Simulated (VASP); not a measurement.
# CuSi16 (a cell with a defect) in VASP: single point with PBE

Aim: the single point of CuSi16 (a cell with a defect) with PBE.

Program: VASP 6.6.1. These are calculated values, not measurements. Logs are shortened: lines on timing, memory, paths and dates and some standing lists are left out, and cuts for length are marked.

**1. The cell of the first run**

The cell holds a defect, 17 atoms: a = 7.679 Å, b = 7.679 Å, c = 7.679 Å, α = 60.00°, β = 60.00°, γ = 60.00°.

**2. Single point, PBE**

Input file INCAR:

```
SYSTEM = CuSi16
PREC = Accurate ; ENCUT = 520
EDIFF = 1E-6 ; ISMEAR = -1
SIGMA = 0.05 ; LREAL = Auto
LASPH = .True. ; NELM = 60
ALGO = Normal ; ISIF = 2
LWAVE = .False. ; LCHARG = .True.
GGA = PE ; LELF = .True.
LVHAR = .True. ; NELECT = 74.0
NBANDS = 52
```

Input file KPOINTS:

```
Automatic mesh
0
Gamma
  2 2 2
  0 0 0
```

Input file POSCAR:

```
CuSi16
1.0
    0.0000000000      5.4300000000      5.4300000000
    5.4300000000      0.0000000000      5.4300000000
    5.4300000000      5.4300000000      0.0000000000
Si Cu
16 1
Direct
    0.0359254144     -0.0113230203     -0.0117883978
    0.1319180479      0.1270602210      0.1265672192
   -0.0079214549      0.0101238490      0.4993549724
    0.1327254144      0.1258944751      0.6151243094
   -0.0079467772      0.4998375691      0.0096445672
    0.1327099448      0.6155906077      0.1254213628
   -0.0071446593      0.4986698895      0.4982078269
    0.0888712707      0.6370458564      0.6365521179
    0.5033741252      0.0068746777      0.0064733886
    0.6638820442      0.1113279006      0.1107906998
    0.5041081031      0.0089416206      0.4809946593
    0.6206937385      0.1441834254      0.6163034991
    0.5040880295      0.4815077348      0.0084939227
    0.6206728361      0.6167719153      0.1437899632
    0.4609125230      0.5143674033      0.5139952118
    0.6214052486      0.6188417127      0.6183100368
    0.5623468692      0.8128568140      0.8124131676
```

Potentials or basis: VASP PAW PBE potentials, release 64 (Si, Cu).

The run is started by

```console
cat potpaw_PBE.64/Si/POTCAR potpaw_PBE.64/Cu/POTCAR > POTCAR
mpirun -np 1 vasp_std > vasp.out
```

OUTCAR:

```text
SYSTEM = CuSi16
   PREC = Accurate
   ENCUT = 520
   EDIFF = 1E-6
   ISMEAR = -1
   LREAL = Auto
   LASPH = .True.
   NELM = 60
   ISIF = 2
   GGA = PE
   NELECT = 74.0

 ion  position               nearest neighbor table
   1  0.036  0.989  0.988-  10 2.33   2 2.34   4 2.35   6 2.35
   2  0.132  0.127  0.127-   9 2.33   5 2.34   3 2.34   1 2.34
   3  0.992  0.010  0.499-  12 2.33   4 2.34   2 2.34   8 2.35
   4  0.133  0.126  0.615-  11 2.33   3 2.34   7 2.34   1 2.35
   5  0.992  0.500  0.010-  14 2.33   6 2.34   2 2.34   8 2.35
   6  0.133  0.616  0.125-  13 2.33   5 2.34   7 2.34   1 2.35
   7  0.993  0.499  0.498-  16 2.33   4 2.34   6 2.34   8 2.34
   8  0.089  0.637  0.637-  15 2.33   7 2.34   3 2.35   5 2.35
   9  0.503  0.007  0.006-  10 2.33   2 2.33  17 2.35  14 2.45  12 2.45
  10  0.664  0.111  0.111-   9 2.33   1 2.33  13 2.33  11 2.33
  11  0.504  0.009  0.481-   4 2.33  10 2.33  17 2.36  12 2.43  16 2.45
  12  0.621  0.144  0.616-   3 2.33  15 2.33  17 2.36  11 2.43   9 2.45
  13  0.504  0.482  0.008-   6 2.33  10 2.33  17 2.36  14 2.43  16 2.45
  14  0.621  0.617  0.144-   5 2.33  15 2.33  17 2.36  13 2.43   9 2.45
  15  0.461  0.514  0.514-  16 2.33   8 2.33  12 2.33  14 2.33
  16  0.621  0.619  0.618-  15 2.33   7 2.33  17 2.35  11 2.45  13 2.45
  17  0.562  0.813  0.812-  16 2.35   9 2.35  13 2.36  12 2.36  11 2.36  14 2.36

  LATTYP: Found a face centered cubic cell.
 ALAT       =    10.8600000000

  Lattice vectors:

 A1 = (   0.0000000000,   5.4300000000,   5.4300000000)
 A2 = (   5.4300000000,   0.0000000000,   5.4300000000)
 A3 = (   5.4300000000,   5.4300000000,   0.0000000000)

Analysis of symmetry for initial positions (statically):
=====================================================================
 Subroutine PRICEL returns:
 Original cell was already a primitive cell.

 Routine SETGRP: Setting up the symmetry group for a
 face centered cubic supercell.

 Subroutine GETGRP returns: Found  1 space group operations
 (whereof  1 operations were pure point group operations)
 out of a pool of 48 trial point group operations.

The static configuration has the point symmetry C_1 .

Analysis of symmetry for dynamics (positions and initial velocities):
=====================================================================
 Subroutine PRICEL returns:
 Original cell was already a primitive cell.

 Routine SETGRP: Setting up the symmetry group for a
 face centered cubic supercell.

 Subroutine GETGRP returns: Found  1 space group operations
 (whereof  1 operations were pure point group operations)
 out of a pool of 48 trial point group operations.

The dynamic configuration has the point symmetry C_1 .

 Subroutine INISYM returns: Found  1 space group operations
 (whereof  1 operations are pure point group operations),
 and found     1 'primitive' translations

----------------------------------------------------------------------------------------

                                     Primitive cell

  volume of cell :     320.2060

  direct lattice vectors                    reciprocal lattice vectors
     0.000000000  5.430000000  5.430000000    -0.092081031  0.092081031  0.092081031
     5.430000000  0.000000000  5.430000000     0.092081031 -0.092081031  0.092081031
     5.430000000  5.430000000  0.000000000     0.092081031  0.092081031 -0.092081031

  length of vectors
     7.679179644  7.679179644  7.679179644     0.159489025  0.159489025  0.159489025

  position of ions in fractional coordinates (direct lattice)
     0.035925414  0.988676980  0.988211602
     0.131918048  0.127060221  0.126567219
     0.992078545  0.010123849  0.499354972
     0.132725414  0.125894475  0.615124309
     0.992053223  0.499837569  0.009644567
     0.132709945  0.615590608  0.125421363
[... 9 lines left out ...]
     0.621405249  0.618841713  0.618310037
     0.562346869  0.812856814  0.812413168

  ion indices of the primitive-cell ions
   primitive index   ion index
                 1           1
                 2           2
                 3           3
                 4           4
                 5           5
                 6           6
[... 9 lines left out ...]
                16          16
                17          17

----------------------------------------------------------------------------------------

 KPOINTS: Automatic mesh

Automatic generation of k-mesh.
 Grid dimensions read from file:
 generate k-points for:    2    2    2

 Generating k-lattice:

  Cartesian coordinates                     Fractional coordinates (reciprocal lattice)
    -0.046040516  0.046040516  0.046040516     0.500000000  0.000000000  0.000000000
     0.046040516 -0.046040516  0.046040516     0.000000000  0.500000000  0.000000000
     0.046040516  0.046040516 -0.046040516     0.000000000  0.000000000  0.500000000

  Length of vectors
     0.079744512  0.079744512  0.079744512

  Shift w.r.t. Gamma in fractional coordinates (k-lattice)
     0.000000000  0.000000000  0.000000000

 Subroutine IBZKPT returns following result:
 ===========================================

 Found      8 irreducible k-points:

 Following reciprocal coordinates:
            Coordinates               Weight
  0.000000  0.000000  0.000000      1.000000
  0.500000  0.000000  0.000000      1.000000
  0.000000  0.500000  0.000000      1.000000
  0.000000  0.000000  0.500000      1.000000
  0.500000  0.500000  0.500000      1.000000
  0.500000  0.500000  0.000000      1.000000
  0.000000  0.500000  0.500000      1.000000
  0.500000  0.000000  0.500000      1.000000
   k-points           NKPTS =      8   k-points in BZ     NKDIM =      8   number of bands    NBANDS=     52
   number of dos      NEDOS =    301   number of ions     NIONS =     17
   total plane-waves  NPLWV = 216000
   dimension x,y,z NGX =    60 NGY =   60 NGZ =   60
   dimension x,y,z NGXF=   120 NGYF=  120 NGZF=  120
   ions per type =              16   1
   NGX,Y,Z   is equivalent  to a cutoff of  12.99, 12.99, 12.99 a.u.
   NGXF,Y,Z  is equivalent  to a cutoff of  25.98, 25.98, 25.98 a.u.
 SYSTEM =  CuSi16
   PREC   = accura    normal or accurate (medium, high low for compatibility)
   ISTART =      0    job   : 0-new  1-cont  2-samecut
   ICHARG =      2    charge: 1-file 2-atom 10-const
   ISPIN  =      1    spin polarized calculation?
   LNONCOLLINEAR =      F non collinear calculations
   LSORBIT =      F    spin-orbit coupling
   LASPH  =      T    aspherical Exc in radial PAW
   ENCUT  =  520.0 eV  38.22 Ry    6.18 a.u.  14.28 14.28 14.28*2*pi/ulx,y,z
   NELM   =     60;   NELMIN=  2; NELMDL= -5     # of ELM steps
   EDIFF  = 0.1E-05   stopping-criterion for ELM
   LREAL  =      T    real-space projection
   EDIFFG = 0.1E-04   stopping-criterion for IOM
   NSW    =      0    number of steps for IOM
[... 5 lines left out ...]
   TEBEG  =    0.0;   TEEND  =   0.0 temperature during run
   PSTRESS=    0.0 pullay stress
   NELECT =      74.0000    total number of electrons
   NUPDOWN=      -1.0000    fix difference up-down
   EMIN   =  10.00;   EMAX   =-10.00  energy-range for DOS
   EFERMI =   0.00;   METHOD = LEGACY
   ISMEAR =    -1;   SIGMA  =   0.05  broadening in eV -4-tet -1-fermi 0-gaus
   EFERMI_NEDOS =   21; number of points for ismear=-14 and -15
   IALGO  =     38    algorithm
   IMIX   =      4    mixing-type and parameters
     AMIX     =   0.40;   BMIX     =  1.00
     AMIX_MAG =   1.60;   BMIX_MAG =  1.00
  volume/ion in A,a.u.               =      18.84       127.11
  Fermi-wavevector in a.u.,A,eV,Ry     =   1.004636  1.898488 13.732283  1.009294
  Thomas-Fermi vector in A             =   2.137265
   LORBIT       =      0    0 simple, 1 ext, 2 COOP (PROOUT), +10 PAW based schemes
   GGA     = PE    functional components
   LHFCALC =     F    Hartree Fock is set to
   AEXX    =    0.0000 exact exchange contribution
   IVDW    =     0    specifies the selected vdW correction
   LEPSILON=     F    determine dielectric tensor
   LRPA    =     F    only Hartree local field effects (RPA)
 non-spin polarized calculation
  energy-cutoff  :      520.00
  volume of cell :      320.21
 maximum number of plane-waves:      8646
 NGX is ok and might be reduce to    60
   NGX = 29   NGY = 29   NGZ = 29

 number of electron      73.9999994 magnetization

 Free energy of the ion-electron system (eV)
  ---------------------------------------------------
  ext. energy  EPLUGINS =         0.00000000
  ---------------------------------------------------
  free energy    TOTEN  =       -94.17952351 eV

  energy without entropy =      -94.15237986  energy(sigma->0) =      -94.16595169

 E-fermi :   6.4076     XC(G=0):  -9.6164

 val. band max:        6.3829338859   @ k =   0.0000   0.0000   0.0000
 cond. band min:       6.4468957763   @ k =   0.0000   0.0000   0.0000
 fundamental gap:      0.0639618905
 Fermi energy:         6.4076413603

 k-point     1 :       0.0000    0.0000    0.0000
  band No.  band energies     occupation
      1      -5.8996      2.00000
      2      -3.5544      2.00000
      3      -3.5043      2.00000
      4      -3.4919      2.00000
      5      -3.4746      2.00000
      6      -1.9449      2.00000
[... 41 lines left out ...]
     48       8.4421      0.00000
     49       8.4755      0.00000

 k-point     2 :       0.5000    0.0000    0.0000
  band No.  band energies     occupation
      1      -5.2784      2.00000
      2      -4.8917      2.00000
      3      -3.2044      2.00000
      4      -3.1860      2.00000
      5      -3.1689      2.00000
      6      -3.1179      2.00000
[... 41 lines left out ...]
     48       9.6875      0.00000
     49       9.8562      0.00000

 k-point     3 :       0.0000    0.5000    0.0000
  band No.  band energies     occupation
      1      -5.1786      2.00000
      2      -4.9977      2.00000
      3      -3.3239      2.00000
      4      -3.2204      2.00000
      5      -3.1111      2.00000
      6      -3.0974      2.00000
[... 249 lines left out ...]
     48      10.4221      0.00000
     49      10.4563      0.00000

 k-point     8 :       0.5000    0.0000    0.5000
  band No.  band energies     occupation
      1      -4.9352      2.00000
      2      -4.7143      2.00000
      3      -3.9166      2.00000
      4      -3.7692      2.00000
      5      -3.7518      2.00000
      6      -3.7366      2.00000
[... 41 lines left out ...]
     48      10.4386      0.00000
     49      10.4400      0.00000
 [bands above 49 left out]

------------------------ aborting loop because EDIFF is reached ----------------------------------------

  FORCE on cell =-STRESS in cart. coord.  units (eV):
  Direction    XX          YY          ZZ          XY          YZ          ZX
  --------------------------------------------------------------------------------------
  -------------------------------------------------------------------------------------
  Total       -0.8744214     -1.0430031     -1.0387114     -0.1679759      0.5481901     -0.1606075
  in kB       -4.3752398     -5.2187526     -5.1972784     -0.8404815      2.7429146     -0.8036131
  external PRESSURE =      -4.9304236 kB  Pullay stress =       0.0000000 kB

 VOLUME and BASIS-vectors are now :
 -----------------------------------------------------------------------------
  energy-cutoff  :      520.00
  volume of cell :      320.21
      direct lattice vectors                 reciprocal lattice vectors
     0.000000000  5.430000000  5.430000000    -0.092081031  0.092081031  0.092081031
     5.430000000  0.000000000  5.430000000     0.092081031 -0.092081031  0.092081031
     5.430000000  5.430000000  0.000000000     0.092081031  0.092081031 -0.092081031

 POSITION                                       TOTAL-FORCE (eV/Angst)
 -----------------------------------------------------------------------------------
     10.73450      5.56106      5.56359         0.003054     -0.001679     -0.002223
      1.37720      1.40358      1.40625         0.001758     -0.002010     -0.001606
      2.76647      8.09848      5.44196        -0.001856     -0.000494      0.002335
      4.02373      4.06082      1.40431         0.001747     -0.001464     -0.000987
      2.76649      5.43922      8.10097        -0.001384      0.002781      0.000296
      4.02369      1.40165      4.06327         0.001547     -0.001773     -0.001427
[... 9 lines left out ...]
      6.71773      6.73165      6.73454        -0.002594     -0.005193     -0.005878
      8.82522      7.46495      7.46736         0.000667     -0.000345      0.000424
 -----------------------------------------------------------------------------------
    total drift:                               -0.003694      0.000823     -0.002105

  FREE ENERGIE OF THE ION-ELECTRON SYSTEM (eV)
  ---------------------------------------------------
  free  energy   TOTEN  =       -94.1795235085 eV

  energy  without entropy=      -94.1523798627  energy(sigma->0) =      -94.16595169
```

It took 12 min on 1 thread of Intel Xeon 8259CL, shared host; peak memory 0.5 GiB.

What came out:

| Quantity | Value |
| --- | --- |
| Free energy | -94.1795 eV |
| Largest force | 0.010 eV/Å |

Forces on the atoms (eV/Å):
```
Si   0.003 -0.002 -0.002
Si   0.002 -0.002 -0.002
Si  -0.002  0.000  0.002
Si   0.002 -0.001 -0.001
Si  -0.001  0.003  0.000
Si   0.002 -0.002 -0.001
Si  -0.002  0.002  0.001
Si  -0.002  0.002  0.002
Si   0.003  0.006  0.005
Si   0.005 -0.003 -0.003
Si  -0.009 -0.004  0.003
Si   0.008 -0.002  0.004
Si  -0.009  0.003 -0.004
Si   0.007  0.004 -0.003
Si  -0.006  0.004  0.003
Si  -0.003 -0.005 -0.006
Cu   0.001  0.000  0.000
```

Levels at points of the mesh, in eV from the Fermi level:
| k point | band 33 | band 34 | band 35 | band 36 | band 37 | band 38 | band 39 | band 40 | band 41 | band 42 |
| --- | --- | --- | --- | --- | --- | --- | --- | --- | --- | --- |
| (0.00, 0.00, 0.00) | -1.16 | -1.13 | -0.51 | -0.09 | -0.02 | 0.04 | 0.07 | 0.56 | 0.57 | 0.77 |
| (0.50, 0.00, 0.00) | -2.17 | -0.92 | -0.92 | -0.55 | -0.48 | 0.57 | 0.98 | 1.46 | 1.47 | 1.57 |
| (0.00, 0.50, 0.00) | -1.99 | -1.08 | -1.00 | -0.91 | -0.73 | 0.68 | 1.02 | 1.09 | 1.29 | 1.40 |
| (0.00, 0.00, 0.50) | -1.99 | -1.08 | -1.00 | -0.91 | -0.73 | 0.68 | 1.02 | 1.09 | 1.29 | 1.40 |
| (0.50, 0.50, 0.50) | -1.99 | -1.09 | -0.99 | -0.91 | -0.71 | 0.69 | 1.03 | 1.10 | 1.30 | 1.41 |
| (0.50, 0.50, 0.00) | -1.80 | -1.68 | -1.48 | -1.46 | -1.16 | 0.73 | 0.82 | 1.88 | 2.08 | 2.21 |
| (0.00, 0.50, 0.50) | -1.82 | -1.68 | -1.48 | -1.46 | -1.14 | 0.73 | 0.81 | 1.88 | 2.08 | 2.21 |
| (0.50, 0.00, 0.50) | -1.80 | -1.68 | -1.48 | -1.46 | -1.16 | 0.73 | 0.82 | 1.88 | 2.08 | 2.21 |

Caveat: the k points lie up to 0.50 Å⁻¹ apart; the cell carries a net charge on a neutralising background, which shifts energy and pressure; the cell is charged against a uniform background, so pressure and absolute levels hang on convention.
